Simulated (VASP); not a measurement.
# AgI (F-43m) in VASP: further runs, part 2 of 2

VASP 6.6.1.

**3. Single point, PBE (33.17 Å³/atom)**

This run uses another cell than the first one, of 33.17 Å³/atom.

INCAR

```
SYSTEM = AgI
  PREC = Accurate
  ENCUT = 500
  EDIFF = 1E-6
  ISMEAR = 0
  SIGMA = 0.02
  LREAL = .FALSE.
  LASPH = .TRUE.
  NELM = 120
  ALGO = Normal
  ISIF = 2
  LWAVE = .FALSE.
  LCHARG = .FALSE.
  GGA = PE
  NBANDS = 16
  GGA_COMPAT = .FALSE.
```

KPOINTS

```
regular mesh
0
G
  8 8 8
  0 0 0
```

POSCAR

```
AgI
1.0
    0.0000000000      3.2129264859      3.2129264859
    3.2129264859      0.0000000000      3.2129264859
    3.2129264859      3.2129264859      0.0000000000
Ag I
1 1
Direct
    0.0000000000      0.0000000000      0.0000000000
    0.2500000000      0.2500000000      0.2500000000
```

Potentials or basis: VASP PAW PBE potentials, release 64 (Ag, I).

Started as:

```sh
cat potpaw_PBE.64/Ag/POTCAR potpaw_PBE.64/I/POTCAR > POTCAR
mpirun -np 1 vasp_std > vasp.out
```

OUTCAR:

```text
SYSTEM = AgI
   PREC = Accurate
   ENCUT = 500
   EDIFF = 1E-6
   ISMEAR = 0
   LREAL = .FALSE.
   LASPH = .TRUE.
   NELM = 120
   ISIF = 2
   GGA = PE

 ion  position               nearest neighbor table
   1  0.000  0.000  0.000-   2 2.78   2 2.78   2 2.78   2 2.78
   2  0.250  0.250  0.250-   1 2.78   1 2.78   1 2.78   1 2.78

  LATTYP: Found a face centered cubic cell.
 ALAT       =     6.4258529718

  Lattice vectors:

 A1 = (   0.0000000000,   3.2129264859,   3.2129264859)
 A2 = (   3.2129264859,   0.0000000000,   3.2129264859)
 A3 = (   3.2129264859,   3.2129264859,   0.0000000000)

Analysis of symmetry for initial positions (statically):
=====================================================================
 Subroutine PRICEL returns:
 Original cell was already a primitive cell.

 Routine SETGRP: Setting up the symmetry group for a
 face centered cubic supercell.

 Subroutine GETGRP returns: Found 24 space group operations
 (whereof 24 operations were pure point group operations)
 out of a pool of 48 trial point group operations.

The static configuration has the point symmetry T_d .

Analysis of symmetry for dynamics (positions and initial velocities):
=====================================================================
 Subroutine PRICEL returns:
 Original cell was already a primitive cell.

 Routine SETGRP: Setting up the symmetry group for a
 face centered cubic supercell.

 Subroutine GETGRP returns: Found 24 space group operations
 (whereof 24 operations were pure point group operations)
 out of a pool of 48 trial point group operations.

The dynamic configuration has the point symmetry T_d .

 Subroutine INISYM returns: Found 24 space group operations
 (whereof 24 operations are pure point group operations),
 and found     1 'primitive' translations

----------------------------------------------------------------------------------------

                                     Primitive cell

  volume of cell :      66.3334

  direct lattice vectors                    reciprocal lattice vectors
     0.000000000  3.212926486  3.212926486    -0.155621363  0.155621363  0.155621363
     3.212926486  0.000000000  3.212926486     0.155621363 -0.155621363  0.155621363
     3.212926486  3.212926486  0.000000000     0.155621363  0.155621363 -0.155621363

  length of vectors
     4.543764211  4.543764211  4.543764211     0.269544108  0.269544108  0.269544108

  position of ions in fractional coordinates (direct lattice)
     0.000000000  0.000000000  0.000000000
     0.250000000  0.250000000  0.250000000

  ion indices of the primitive-cell ions
   primitive index   ion index
                 1           1
                 2           2

----------------------------------------------------------------------------------------

 KPOINTS: regular mesh

Automatic generation of k-mesh.
 Grid dimensions read from file:
 generate k-points for:    8    8    8

 Generating k-lattice:

  Cartesian coordinates                     Fractional coordinates (reciprocal lattice)
    -0.019452670  0.019452670  0.019452670     0.125000000  0.000000000  0.000000000
     0.019452670 -0.019452670  0.019452670     0.000000000  0.125000000  0.000000000
     0.019452670  0.019452670 -0.019452670     0.000000000  0.000000000  0.125000000

  Length of vectors
     0.033693014  0.033693014  0.033693014

  Shift w.r.t. Gamma in fractional coordinates (k-lattice)
     0.000000000  0.000000000  0.000000000

 Subroutine IBZKPT returns following result:
 ===========================================

 Found     29 irreducible k-points:

 Following reciprocal coordinates:
            Coordinates               Weight
  0.000000  0.000000  0.000000      1.000000
  0.125000  0.000000  0.000000      8.000000
  0.250000  0.000000  0.000000      8.000000
  0.375000  0.000000  0.000000      8.000000
  0.500000  0.000000  0.000000      4.000000
  0.125000  0.125000  0.000000      6.000000
[... 16 lines left out ...]
  0.500000  0.250000  0.125000     48.000000
 -0.375000  0.250000  0.125000     24.000000
 [... further k-points ...]
   k-points           NKPTS =     29   k-points in BZ     NKDIM =     29   number of bands    NBANDS=     16
   number of dos      NEDOS =    301   number of ions     NIONS =      2
   total plane-waves  NPLWV =  46656
   dimension x,y,z NGX =    36 NGY =   36 NGZ =   36
   dimension x,y,z NGXF=    72 NGYF=   72 NGZF=   72
   ions per type =               1   1
   NGX,Y,Z   is equivalent  to a cutoff of  13.17, 13.17, 13.17 a.u.
   NGXF,Y,Z  is equivalent  to a cutoff of  26.34, 26.34, 26.34 a.u.
 SYSTEM =  AgI
   PREC   = accura    normal or accurate (medium, high low for compatibility)
   ISTART =      0    job   : 0-new  1-cont  2-samecut
   ICHARG =      2    charge: 1-file 2-atom 10-const
   ISPIN  =      1    spin polarized calculation?
   LNONCOLLINEAR =      F non collinear calculations
   LSORBIT =      F    spin-orbit coupling
   LASPH  =      T    aspherical Exc in radial PAW
   ENCUT  =  500.0 eV  36.75 Ry    6.06 a.u.   8.28  8.28  8.28*2*pi/ulx,y,z
   NELM   =    120;   NELMIN=  2; NELMDL= -5     # of ELM steps
   EDIFF  = 0.1E-05   stopping-criterion for ELM
   LREAL  =      F    real-space projection
   EDIFFG = 0.1E-04   stopping-criterion for IOM
   NSW    =      0    number of steps for IOM
   IBRION =     -1    ionic relax: 0-MD 1-quasi-New 2-CG
   NFREE  =      0    steps in history (QN), initial steepest desc. (CG)
   ISIF   =      2    stress and relaxation
   ISYM   =      2    0-nonsym 1-usesym 2-fastsym
   POTIM  = 0.5000    time-step for ionic-motion
   TEBEG  =    0.0;   TEEND  =   0.0 temperature during run
   PSTRESS=    0.0 pullay stress
   NELECT =      18.0000    total number of electrons
   NUPDOWN=      -1.0000    fix difference up-down
   EMIN   =  10.00;   EMAX   =-10.00  energy-range for DOS
   EFERMI =   0.00;   METHOD = LEGACY
   ISMEAR =     0;   SIGMA  =   0.02  broadening in eV -4-tet -1-fermi 0-gaus
   EFERMI_NEDOS =   21; number of points for ismear=-14 and -15
   IALGO  =     38    algorithm
   IMIX   =      4    mixing-type and parameters
     AMIX     =   0.40;   BMIX     =  1.00
     AMIX_MAG =   1.60;   BMIX_MAG =  1.00
  volume/ion in A,a.u.               =      33.17       223.82
  Fermi-wavevector in a.u.,A,eV,Ry     =   1.059876  2.002874 15.283917  1.123336
  Thomas-Fermi vector in A             =   2.195237
   LORBIT       =      0    0 simple, 1 ext, 2 COOP (PROOUT), +10 PAW based schemes
   GGA     = PE    functional components
   LHFCALC =     F    Hartree Fock is set to
   AEXX    =    0.0000 exact exchange contribution
   IVDW    =     0    specifies the selected vdW correction
   LEPSILON=     F    determine dielectric tensor
   LRPA    =     F    only Hartree local field effects (RPA)
 non-spin polarized calculation
 Gauss-broadening in eV      SIGMA  =   0.02
  energy-cutoff  :      500.00
  volume of cell :       66.33
 maximum number of plane-waves:      1708
 NGX is ok and might be reduce to    36
   NGX = 17   NGY = 17   NGZ = 17

 number of electron      17.9999997 magnetization

 Free energy of the ion-electron system (eV)
  ---------------------------------------------------
  ext. energy  EPLUGINS =         0.00000000
  ---------------------------------------------------
  free energy    TOTEN  =        -4.73718740 eV

  energy without entropy =       -4.73718740  energy(sigma->0) =       -4.73718740

 E-fermi :   3.5906     XC(G=0):  -8.5782

 val. band max:        3.4969932634   @ k =   0.0000   0.0000   0.0000
 cond. band min:       4.8396720676   @ k =   0.0000   0.0000   0.0000
 fundamental gap:      1.3426788042
 Fermi energy:         3.5906137156

 k-point     1 :       0.0000    0.0000    0.0000
  band No.  band energies     occupation
      1      -9.4908      2.00000
      2      -0.9198      2.00000
      3      -0.9198      2.00000
      4      -0.9198      2.00000
      5       0.2798      2.00000
      6       0.2798      2.00000
[... 8 lines left out ...]
     15      13.5667      0.00000
     16      13.5667      0.00000

 k-point     2 :       0.1250    0.0000    0.0000
  band No.  band energies     occupation
      1      -9.4466      2.00000
      2      -0.9449      2.00000
      3      -0.8915      2.00000
      4      -0.8915      2.00000
      5       0.2757      2.00000
      6       0.2757      2.00000
[... 8 lines left out ...]
     15      12.9529      0.00000
     16      13.0984      0.00000
[... 387 lines left out ...]
      5       0.2681      2.00000
      6       0.3150      2.00000
[... 8 lines left out ...]
     15      14.4278      0.00000
     16      14.9130      0.00000

 k-point    24 :      -0.3750    0.2500    0.1250
  band No.  band energies     occupation
      1      -9.1209      2.00000
      2      -0.8157      2.00000
      3      -0.7326      2.00000
      4      -0.5525      2.00000
      5       0.2413      2.00000
      6       0.3261      2.00000
[... 8 lines left out ...]
     15      14.2079      0.00000
     16      14.8697      0.00000

 [... further k-points ...]
[... 5 lines left out ...]
  --------------------------------------------------------------------------------------
  -------------------------------------------------------------------------------------
  Total        1.2597709      1.2597709      1.2597709     -0.0000000      0.0000000     -0.0000000
  in kB       30.4277479     30.4277479     30.4277479     -0.0000000      0.0000000     -0.0000000
  external PRESSURE =      30.4277479 kB  Pullay stress =       0.0000000 kB

 VOLUME and BASIS-vectors are now :
 -----------------------------------------------------------------------------
  energy-cutoff  :      500.00
  volume of cell :       66.33
      direct lattice vectors                 reciprocal lattice vectors
     0.000000000  3.212926486  3.212926486    -0.155621363  0.155621363  0.155621363
     3.212926486  0.000000000  3.212926486     0.155621363 -0.155621363  0.155621363
     3.212926486  3.212926486  0.000000000     0.155621363  0.155621363 -0.155621363

 POSITION                                       TOTAL-FORCE (eV/Angst)
 -----------------------------------------------------------------------------------
      0.00000      0.00000      0.00000        -0.000000      0.000000      0.000000
      1.60646      1.60646      1.60646         0.000000     -0.000000     -0.000000
 -----------------------------------------------------------------------------------
    total drift:                                0.000000      0.000000      0.000000

  FREE ENERGIE OF THE ION-ELECTRON SYSTEM (eV)
  ---------------------------------------------------
  free  energy   TOTEN  =        -4.7371873998 eV

  energy  without entropy=       -4.7371873998  energy(sigma->0) =       -4.73718740
```

OSZICAR:

```text
N       E                     dE             d eps       ncg     rms          rms(c)
DAV:   1     0.896193841924E+02    0.89619E+02   -0.76857E+03   952   0.922E+02
DAV:   2    -0.163066001477E+01   -0.91250E+02   -0.85371E+02  1144   0.194E+02
DAV:   3    -0.478300421192E+01   -0.31523E+01   -0.31462E+01  1128   0.373E+01
DAV:   4    -0.483167070841E+01   -0.48666E-01   -0.48665E-01  1448   0.436E+00
DAV:   5    -0.483184583231E+01   -0.17512E-03   -0.17512E-03  1208   0.228E-01    0.567E+00
DAV:   6    -0.473825579264E+01    0.93590E-01   -0.26378E-01  1016   0.717E+00    0.423E+00
DAV:   7    -0.473691731478E+01    0.13385E-02   -0.43894E-02  1016   0.122E+00    0.178E+00
DAV:   8    -0.473692824235E+01   -0.10928E-04   -0.23040E-03  1152   0.410E-01    0.251E-01
DAV:   9    -0.473710999170E+01   -0.18175E-03   -0.37464E-04  1152   0.218E-01    0.599E-02
DAV:  10    -0.473715175271E+01   -0.41761E-04   -0.24791E-05  1184   0.484E-02    0.214E-02
DAV:  11    -0.473718794925E+01   -0.36197E-04   -0.51589E-05  1064   0.487E-02    0.163E-02
DAV:  12    -0.473718739980E+01    0.54944E-06   -0.18627E-06  1096   0.138E-02
   1 F= -.47371874E+01 E0= -.47371874E+01  d E =-.201395E-13
```

stdout:

```text
POSCAR found type information on POSCAR AgI
 POSCAR found :  2 types and       2 ions
 scaLAPACK will be used
 LDA part: xc-table for (Slater+PW92), standard interpolation
 POSCAR, INCAR and KPOINTS ok, starting setup
 FFT: planning ... GRIDC
 FFT: planning ... GRID_SOFT
 FFT: planning ... GRID
 WAVECAR not read
 entering main loop
```

Wall time 12 s (1 thread of Intel Xeon 6975P-C (Granite Rapids), shared host); peak memory 0.21 GiB.

Results:

```
Free energy            : -4.7372 eV
Pressure               : 3.0 GPa
Band gap on the k mesh : 1.34 eV
```

Caveat: the cell stands under pressure; spin-orbit coupling is left out, which moves the levels of the heavy elements. Expect the measured gap to be larger: semilocal functionals such as PBE lack the derivative discontinuity.

**4. Single point, PBE**

This run uses another cell than the first one, of 33.90 Å³/atom.

INCAR

```
SYSTEM = AgI
PREC = Accurate
ENCUT = 500
EDIFF = 1E-6
ISMEAR = 0
SIGMA = 0.02
LREAL = .FALSE.
LASPH = .TRUE.
NELM = 120
ALGO = Normal
ISIF = 2
LWAVE = .FALSE.
LCHARG = .FALSE.
GGA = PE
NBANDS = 16
GGA_COMPAT = .FALSE.
```

KPOINTS

```
Automatic mesh
0
G
  8 8 8
  0 0 0
```

POSCAR

```
AgI
1.0
    0.0000000000      3.2365000000      3.2365000000
    3.2365000000      0.0000000000      3.2365000000
    3.2365000000      3.2365000000      0.0000000000
Ag I
1 1
Direct
    0.0000000000      0.0000000000      0.0000000000
    0.2500000000      0.2500000000      0.2500000000
```

Started as:

```sh
cat potpaw_PBE.64/Ag/POTCAR potpaw_PBE.64/I/POTCAR > POTCAR
mpirun -np 1 vasp_std > vasp.out
```

It took 12 s on 1 thread of Intel Xeon 6975P-C (Granite Rapids), shared host; peak memory 0.21 GiB.

Results (log left out):

* Free energy: -4.7611 eV
* Pressure: 2.2 GPa
* Band gap on the k mesh: 1.34 eV

Levels at points of the mesh, in eV from the valence-band top:
```
           k point  band 6  band 7  band 8  band 9  band 10  band 11  band 12  band 13
(0.00, 0.00, 0.00)   -3.12    0.00    0.00    0.00     1.34     5.73     5.73     5.73
(0.50, 0.00, 0.00)   -3.09   -2.97   -0.73   -0.73     2.76     6.22     6.22     7.24
(0.50, 0.50, 0.00)   -2.99   -2.64   -1.82   -1.82     3.59     3.84     8.53     9.68
```

Caveat: spin-orbit coupling is left out, which moves the levels of the heavy elements. As with any semilocal functional, this PBE gap is likely too small.

**5. Summary**

| cell | gap on the mesh (eV) | pressure (GPa) |
| --- | --- | --- |
| a = 4.493 Å, angles 60.0°, 2 atoms | 1.34 | 4.5 |
| a = 4.544 Å, angles 60.0°, 2 atoms | 1.34 | 3.0 |
| a = 4.577 Å, angles 60.0°, 2 atoms | 1.34 | 2.2 |

Alike in all rows: task single point; level PBE; potentials or basis VASP PAW PBE potentials, release 64 (Ag, I); no spin polarisation; k mesh 8 × 8 × 8; cutoff (eV) 500; smearing gaussian 0.02 eV.

Caveats: spin-orbit coupling is left out, which moves the levels of the heavy elements; the cell stands under pressure (at least some runs).

Total energies depend on the potentials used, so only differences within one code and one set of settings carry meaning.
